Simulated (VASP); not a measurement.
# Ru (P6_3/mmc) in VASP: settings compared, part 2 of 2

VASP 6.6.1.

**5. Single point, r2SCAN**

This run uses another cell than the first one, of 13.77 Å³/atom.

Input file POSCAR:

```
Ru
1.0
    2.7200250912      0.0000000000      0.0000000000
   -1.3600125456      2.3556108279      0.0000000000
    0.0000000000      0.0000000000      4.2967694967
Ru
2
Direct
    0.3333333333      0.6666666667      0.2500000000
    0.6666666667      0.3333333333      0.7500000000
```

Input file INCAR.step1:

```
PREC     = Accurate       # precision mode
ENCUT    = 660            # plane-wave cutoff, eV
ISMEAR   = 0              # smearing method
SIGMA    = 0.1            # smearing width, eV
LREAL    = False          # projectors in reciprocal space
LASPH    = True           # aspherical terms in the spheres
NELM     = 120            # most SCF steps
NBANDS   = 23             # bands
GGA      = PE             # functional
ALGO     = Normal         # electronic algorithm
EDIFF    = 1E-5           # SCF threshold, eV
LWAVE    = True           # write WAVECAR
LCHARG   = False          # write CHGCAR
GGA_COMPAT= False
```

Input file INCAR.step2:

```
PREC     = Accurate       # precision mode
ENCUT    = 660            # plane-wave cutoff, eV
EDIFF    = 1E-6           # SCF threshold, eV
ISMEAR   = 0              # smearing method
SIGMA    = 0.1            # smearing width, eV
LREAL    = False          # projectors in reciprocal space
LASPH    = True           # aspherical terms in the spheres
NELM     = 120            # most SCF steps
ALGO     = Normal         # electronic algorithm
ISIF     = 2              # what is computed and relaxed
LWAVE    = False          # write WAVECAR
LCHARG   = False          # write CHGCAR
METAGGA  = R2SCAN         # meta-GGA
LMIXTAU  = True         
NBANDS   = 23             # bands
ISTART   = 1            
GGA_COMPAT= False
```

Input file KPOINTS:

```
regular mesh
0
Gamma
  18 18 10
```

Potentials or basis: VASP PAW PBE potentials, release 64 (Ru_sv).

The run is started by

```sh
> cat potpaw_PBE.64/Ru_sv/POTCAR > POTCAR
> cp INCAR.step1 INCAR
> mpirun -np 1 vasp_std > vasp.out
> cp INCAR.step2 INCAR
> mpirun -np 1 vasp_std > vasp.out
```

OUTCAR:

```text
PREC = Accurate
   ENCUT = 660
   EDIFF = 1E-6
   ISMEAR = 0
   LREAL = False
   LASPH = True
   NELM = 120
   ISIF = 2
   METAGGA = R2SCAN
   ISTART = 1

 ion  position               nearest neighbor table
   1  0.333  0.667  0.250-   2 2.66   2 2.66   2 2.66   2 2.66   2 2.66   2 2.66
   2  0.667  0.333  0.750-   1 2.66   1 2.66   1 2.66   1 2.66   1 2.66   1 2.66

  LATTYP: Found a hexagonal cell.
 ALAT       =     2.7200250912
 C/A-ratio  =     1.5796800958

  Lattice vectors:

 A1 = (   2.7200250912,   0.0000000000,   0.0000000000)
 A2 = (  -1.3600125456,   2.3556108279,   0.0000000000)
 A3 = (   0.0000000000,   0.0000000000,   4.2967694967)

Analysis of symmetry for initial positions (statically):
=====================================================================
 Subroutine PRICEL returns:
 Original cell was already a primitive cell.

 Routine SETGRP: Setting up the symmetry group for a
 hexagonal supercell.

 Subroutine GETGRP returns: Found 24 space group operations
 (whereof 12 operations were pure point group operations)
 out of a pool of 24 trial point group operations.

The static configuration has the point symmetry D_3d.
 The point group associated with its full space group is D_6h.

Analysis of symmetry for dynamics (positions and initial velocities):
=====================================================================
 Subroutine PRICEL returns:
 Original cell was already a primitive cell.

 Routine SETGRP: Setting up the symmetry group for a
 hexagonal supercell.

 Subroutine GETGRP returns: Found 24 space group operations
 (whereof 12 operations were pure point group operations)
 out of a pool of 24 trial point group operations.

The dynamic configuration has the point symmetry D_3d.
 The point group associated with its full space group is D_6h.

 Subroutine INISYM returns: Found 24 space group operations
 (whereof 12 operations are pure point group operations),
 and found     1 'primitive' translations

----------------------------------------------------------------------------------------

                                     Primitive cell

  volume of cell :      27.5308

  direct lattice vectors                    reciprocal lattice vectors
     2.720025091  0.000000000  0.000000000     0.367643667  0.212259170  0.000000000
    -1.360012546  2.355610828  0.000000000     0.000000000  0.424518341  0.000000000
     0.000000000  0.000000000  4.296769497     0.000000000  0.000000000  0.232732987

  length of vectors
     2.720025091  2.720025091  4.296769497     0.424518341  0.424518341  0.232732987

  position of ions in fractional coordinates (direct lattice)
     0.333333333  0.666666667  0.250000000
     0.666666667  0.333333333  0.750000000

  ion indices of the primitive-cell ions
   primitive index   ion index
                 1           1
                 2           2

----------------------------------------------------------------------------------------

 KPOINTS: regular mesh

Automatic generation of k-mesh.
 Grid dimensions read from file:
 generate k-points for:   18   18   10

 Generating k-lattice:

  Cartesian coordinates                     Fractional coordinates (reciprocal lattice)
     0.020424648  0.011792176  0.000000000     0.055555556 -0.000000000  0.000000000
     0.000000000  0.023584352  0.000000000     0.000000000  0.055555556  0.000000000
     0.000000000  0.000000000  0.023273299     0.000000000  0.000000000  0.100000000

  Length of vectors
     0.023584352  0.023584352  0.023273299

  Shift w.r.t. Gamma in fractional coordinates (k-lattice)
     0.000000000  0.000000000  0.000000000

 Subroutine IBZKPT returns following result:
 ===========================================

 Found    222 irreducible k-points:

 Following reciprocal coordinates:
            Coordinates               Weight
  0.000000  0.000000  0.000000      1.000000
  0.055556  0.000000  0.000000      6.000000
  0.111111  0.000000  0.000000      6.000000
  0.166667  0.000000  0.000000      6.000000
  0.222222  0.000000  0.000000      6.000000
  0.277778 -0.000000  0.000000      6.000000
[... 16 lines left out ...]
  0.333333  0.111111  0.000000     12.000000
  0.388889  0.111111  0.000000     12.000000
 [... further k-points ...]
   k-points           NKPTS =    222   k-points in BZ     NKDIM =    222   number of bands    NBANDS=     23
   number of dos      NEDOS =    301   number of ions     NIONS =      2
   total plane-waves  NPLWV =  20736
   dimension x,y,z NGX =    24 NGY =   24 NGZ =   36
   dimension x,y,z NGXF=    48 NGYF=   48 NGZF=   72
   ions per type =               2
   NGX,Y,Z   is equivalent  to a cutoff of  14.67, 14.67, 13.93 a.u.
   NGXF,Y,Z  is equivalent  to a cutoff of  29.34, 29.34, 27.86 a.u.
 SYSTEM =  unknown system
   PREC   = accura    normal or accurate (medium, high low for compatibility)
   ISTART =      1    job   : 0-new  1-cont  2-samecut
   ICHARG =      0    charge: 1-file 2-atom 10-const
   ISPIN  =      1    spin polarized calculation?
   LNONCOLLINEAR =      F non collinear calculations
   LSORBIT =      F    spin-orbit coupling
   LASPH  =      T    aspherical Exc in radial PAW
   ENCUT  =  660.0 eV  48.51 Ry    6.96 a.u.   5.70  5.70  9.00*2*pi/ulx,y,z
   NELM   =    120;   NELMIN=  2; NELMDL=  0     # of ELM steps
   EDIFF  = 0.1E-05   stopping-criterion for ELM
   LREAL  =      F    real-space projection
   EDIFFG = 0.1E-04   stopping-criterion for IOM
   NSW    =      0    number of steps for IOM
   IBRION =     -1    ionic relax: 0-MD 1-quasi-New 2-CG
   NFREE  =      0    steps in history (QN), initial steepest desc. (CG)
   ISIF   =      2    stress and relaxation
   ISYM   =      2    0-nonsym 1-usesym 2-fastsym
   POTIM  = 0.5000    time-step for ionic-motion
   TEBEG  =    0.0;   TEEND  =   0.0 temperature during run
   PSTRESS=    0.0 pullay stress
   NELECT =      32.0000    total number of electrons
   NUPDOWN=      -1.0000    fix difference up-down
   EMIN   =  10.00;   EMAX   =-10.00  energy-range for DOS
   EFERMI =   0.00;   METHOD = LEGACY
   ISMEAR =     0;   SIGMA  =   0.10  broadening in eV -4-tet -1-fermi 0-gaus
   EFERMI_NEDOS =   21; number of points for ismear=-14 and -15
   IALGO  =     38    algorithm
   IMIX   =      4    mixing-type and parameters
     AMIX     =   0.40;   BMIX     =  1.00
     AMIX_MAG =   1.60;   BMIX_MAG =  1.00
  volume/ion in A,a.u.               =      13.77        92.89
  Fermi-wavevector in a.u.,A,eV,Ry     =   1.721282  3.252751 40.311493  2.962811
  Thomas-Fermi vector in A             =   2.797563
   LORBIT       =      0    0 simple, 1 ext, 2 COOP (PROOUT), +10 PAW based schemes
   METAGGA = R2SCAN    functional components
   LHFCALC =     F    Hartree Fock is set to
   AEXX    =    0.0000 exact exchange contribution
   IVDW    =     0    specifies the selected vdW correction
   LEPSILON=     F    determine dielectric tensor
   LRPA    =     F    only Hartree local field effects (RPA)
 non-spin polarized calculation
 Gauss-broadening in eV      SIGMA  =   0.10
  energy-cutoff  :      660.00
  volume of cell :       27.53
 maximum number of plane-waves:      1087
 NGX is ok and might be reduce to    24
   NGX = 11   NGY = 11   NGZ = 19

 number of electron      31.9999998 magnetization

 Free energy of the ion-electron system (eV)
  ---------------------------------------------------
  ext. energy  EPLUGINS =         0.00000000
  ---------------------------------------------------
  free energy    TOTEN  =       -50.93373968 eV

  energy without entropy =      -50.92468333  energy(sigma->0) =      -50.92921150

 E-fermi :  14.7531     XC(G=0): -15.4382

 val. band max:       14.7524297645   @ k =   0.1667   0.1111   0.3000
 cond. band min:      14.7637647134   @ k =   0.0000   0.0000   0.2000
 fundamental gap:      0.0113349489
 Fermi energy:        14.7531127063

 k-point     1 :       0.0000    0.0000    0.0000
  band No.  band energies     occupation
      1     -60.5445      2.00000
      2     -60.3303      2.00000
      3     -30.2653      2.00000
      4     -29.3057      2.00000
      5     -29.3057      2.00000
      6     -29.1291      2.00000
[... 15 lines left out ...]
     22      30.3143      0.00000
     23      32.9592      0.00000
[... 575 lines left out ...]
      1     -60.3640      2.00000
      2     -60.2934      2.00000
      3     -30.0210      2.00000
      4     -29.8316      2.00000
      5     -29.7701      2.00000
      6     -29.5791      2.00000
[... 15 lines left out ...]
     22      27.2447      0.00000
     23      27.2655      0.00000

 [... further k-points ...]

------------------------ aborting loop because EDIFF is reached ----------------------------------------

  FORCE on cell =-STRESS in cart. coord.  units (eV):
  Direction    XX          YY          ZZ          XY          YZ          ZX
  --------------------------------------------------------------------------------------
  -------------------------------------------------------------------------------------
  Total       -1.0608578     -1.0608578     -1.1789710     -0.0000000      0.0000000      0.0000000
  in kB      -61.7375305    -61.7375305    -68.6112313     -0.0000000      0.0000000      0.0000000
  external PRESSURE =     -64.0287641 kB  Pullay stress =       0.0000000 kB

 VOLUME and BASIS-vectors are now :
 -----------------------------------------------------------------------------
  energy-cutoff  :      660.00
  volume of cell :       27.53
      direct lattice vectors                 reciprocal lattice vectors
     2.720025091  0.000000000  0.000000000     0.367643667  0.212259170  0.000000000
    -1.360012546  2.355610828  0.000000000     0.000000000  0.424518341  0.000000000
     0.000000000  0.000000000  4.296769497     0.000000000  0.000000000  0.232732987

 POSITION                                       TOTAL-FORCE (eV/Angst)
 -----------------------------------------------------------------------------------
     -0.00000      1.57041      1.07419        -0.000000      0.000000      0.000000
      1.36001      0.78520      3.22258         0.000000     -0.000000      0.000000
 -----------------------------------------------------------------------------------
    total drift:                               -0.000000      0.000000     -0.000000

  FREE ENERGIE OF THE ION-ELECTRON SYSTEM (eV)
  ---------------------------------------------------
  free  energy   TOTEN  =       -50.9337396771 eV

  energy  without entropy=      -50.9246833318  energy(sigma->0) =      -50.92921150
```

Wall time 13 min (1 thread of AMD EPYC 7R43 (Zen 3), shared host); peak memory 0.24 GiB.

Results:

- Free energy: -50.9337 eV
- Pressure: -6.4 GPa
- Band gap on the k mesh: zero (bands 16 and 17 overlap by 3.19 eV)

Caveat: the cell stands under tension; the PAW data sets were made with another functional, which shifts forces and pressure a little.

**6. Single point, PBE**

This run uses another cell than the first one, of 13.77 Å³/atom.

Input file INCAR:

```
PREC = Accurate
ENCUT = 520
EDIFF = 1E-7
ISMEAR = 0
SIGMA = 0.1
LREAL = False
LASPH = True
NELM = 60
ALGO = Normal
ISIF = 2
LWAVE = False
LCHARG = True
GGA = PE
LELF = True
LVHAR = True
NBANDS = 21
```

KPOINTS is that of step 5.

Input file POSCAR:

```
Ru
1.0
    2.7200250908      0.0000000000      0.0000000000
   -1.3600125454      2.3556108275      0.0000000000
    0.0000000000      0.0000000000      4.2967694966
Ru
2
Direct
    0.3333333333      0.6666666667      0.2500000000
    0.6666666667      0.3333333333      0.7500000000
```

Potentials or basis: VASP PAW PBE potentials, release 64 (Ru_pv).

The run is started by

```sh
> cat potpaw_PBE.64/Ru_pv/POTCAR > POTCAR
> mpirun -np 1 vasp_std > vasp.out
```

Run time: 36 s. Hardware: 1 thread of Intel Xeon 6975P-C (Granite Rapids), shared host; peak memory 0.21 GiB.

The run converged. Its results:

- Free energy: -18.4717 eV
- Pressure: -0.1 GPa
- Band gap on the k mesh: zero (bands 14 and 15 overlap by 3.07 eV)

Levels at points of the mesh, in eV from the Fermi level:
```csv
k point,band 10,band 11,band 12,band 13,band 14,band 15,band 16,band 17,band 18,band 19
"(0.00, 0.00, 0.00)",-2.53,-2.35,-1.86,-1.86,-1.37,-1.37,1.16,1.16,1.30,10.17
"(0.50, 0.00, 0.00)",-2.96,-2.02,-1.77,-1.48,1.39,1.80,1.88,3.99,6.03,10.44
"(0.00, 0.00, 0.50)",-2.70,-2.70,-2.70,-2.65,-2.65,0.54,0.54,0.54,0.54,10.45
"(0.50, 0.00, 0.50)",-4.42,-1.03,-1.03,0.45,0.45,1.64,1.64,3.35,3.35,10.37
```

**7. Overview**

| task | level | potentials or basis | spin | cell | k mesh | cutoff (eV) | smearing | gap on the mesh (eV) | pressure (GPa) |
| --- | --- | --- | --- | --- | --- | --- | --- | --- | --- |
| relaxation of shape and atoms at fixed volume | PBE | VASP PAW PBE potentials, release 64 (Ru_pv) | off | relaxed from a = 2.603, b = 2.603, c = 4.128 Å, angles 90.0, 90.0, 120.0°, 2 atoms | 18 × 18 × 10 | 600 | gaussian 0.1 eV | none | 54.3 |
| single point | PBE | VASP PAW PBE potentials, release 64 (Ru_pv) | off | a = 2.706, b = 2.706, c = 4.282 Å, angles 90.0, 90.0, 120.0°, 2 atoms | 6 × 6 × 4 | 520 | gaussian 0.1 eV | none | 5.2 |
| single point | PBE | VASP PAW PBE potentials, release 64 (Ru_pv) | non-collinear, zero start, SOC | a = 2.638, b = 2.638, c = 4.179 Å, angles 90.0, 90.0, 120.0°, 2 atoms | 18 × 18 × 10 | 500 | fermi-dirac 0.15 eV | - | 35.3 |
| single point | r2SCAN | VASP PAW PBE potentials, release 64 (Ru_sv) | off | a = 2.720, b = 2.720, c = 4.297 Å, angles 90.0, 90.0, 120.0°, 2 atoms | 18 × 18 × 10 | 660 | gaussian 0.1 eV | none | -6.4 |
| single point | PBE | VASP PAW PBE potentials, release 64 (Ru_pv) | off | a = 2.720, b = 2.720, c = 4.297 Å, angles 90.0, 90.0, 120.0°, 2 atoms | 18 × 18 × 10 | 520 | gaussian 0.1 eV | none | -0.1 |

Caveats: some runs use coarse meshes; the cell stands under pressure (at least some runs); the cell stands under tension (at least some runs); the PAW data sets were made with another functional, which shifts forces and pressure a little (at least some runs).

Absolute energies hang on the potentials; compare differences alone.
